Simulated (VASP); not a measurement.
Write the native input for VASP 6.6.1 that does the following.

```
Task                   : single point
Functional             : PBE
Potentials or basis    : VASP PAW PBE potentials, release 64 (Li_sv, F)
Cutoff                 : 520 eV
k mesh                 : 10 × 10 × 10
Occupations            : gaussian, width 0.02 eV
Spin                   : no spin polarisation
Dipole correction      : no
Further INCAR settings : ALGO = Normal; EDIFF = 1e-06; NBANDS = 12
```

The structure of LiF lies in POSCAR:

```
LiF
1.0
    0.0000000000      1.9491475094      1.9491475094
    1.9491475094      0.0000000000      1.9491475094
    1.9491475094      1.9491475094      0.0000000000
Li F
1 1
Direct
    0.5000000000      0.5000000000      0.5000000000
    0.0000000000      0.0000000000      0.0000000000
```

This cell differs from its parent crystal: volume scaled by 0.88.

The input as run:

INCAR

```
ALGO = Normal
EDIFF = 1E-6
ENCUT = 520
GGA = PE
ISIF = 2
ISMEAR = 0
LASPH = True
LCHARG = True
LELF = True
LREAL = False
LVHAR = True
LWAVE = False
NBANDS = 12
NELM = 60
PREC = Accurate
SIGMA = 0.02
```

KPOINTS

```
k-points
0
Gamma
  10 10 10
```

Potentials or basis: VASP PAW PBE potentials, release 64 (Li_sv, F).

Command:

```console
$ cat potpaw_PBE.64/Li_sv/POTCAR potpaw_PBE.64/F/POTCAR > POTCAR
$ mpirun -np 1 vasp_std > vasp.out
```

Results of the run:

```json
{"Band gap on the k mesh": "10.02 eV, direct"}
```

It took 4.5 s on 1 thread of Intel(R) Xeon(R) 6975P-C (Granite Rapids) (shared host), peak memory 0.12 GiB.
